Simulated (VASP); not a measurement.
Here is a VASP 6.6.1 calculation.

Contents of INCAR:

```
ALGO = Normal ; EDIFF = 1E-6
ENCUT = 520 ; GGA = PE
ISIF = 2 ; ISMEAR = 0
IVDW = 12 ; LASPH = True
LCHARG = False ; LREAL = False
LWAVE = False ; NBANDS = 14
NELM = 80 ; PREC = Accurate
SIGMA = 0.15
```

KPOINTS

```
k-points
0
Gamma
  18 18 4
```

File POSCAR:

```
Al
1.0
    2.8538000000      0.0000000000      0.0000000000
   -1.4269000000      2.4714632973      0.0000000000
    0.0000000000      0.0000000000      7.2450000000
Al
4
Direct
    0.0000000000      0.0000000000      0.0000000000
    0.3333333333      0.6666666667      0.2500000000
    0.0000000000      0.0000000000      0.5000000000
    0.6666666667      0.3333333333      0.7500000000
```

Potentials or basis: VASP PAW PBE potentials, release 64 (Al).

Launch:

```console
$ cat potpaw_PBE.64/Al/POTCAR > POTCAR
$ mpirun -np 1 vasp_std > vasp.out
```

**Question.** Estimate the band gap on the k mesh.

**Answer.** Zero (band 6 reaches 19.36 eV, above the bottom of band 7 at 8.36 eV).

**Question.** Estimate the pressure.

**Answer.** 40.1 GPa.

Stress tensor (GPa, compression positive):
```
25.89  0.00  0.00
 0.00 25.89  0.00
 0.00  0.00 68.54
```

Caveat: pairwise dispersion overbinds metals, which lowers pressure and volume.
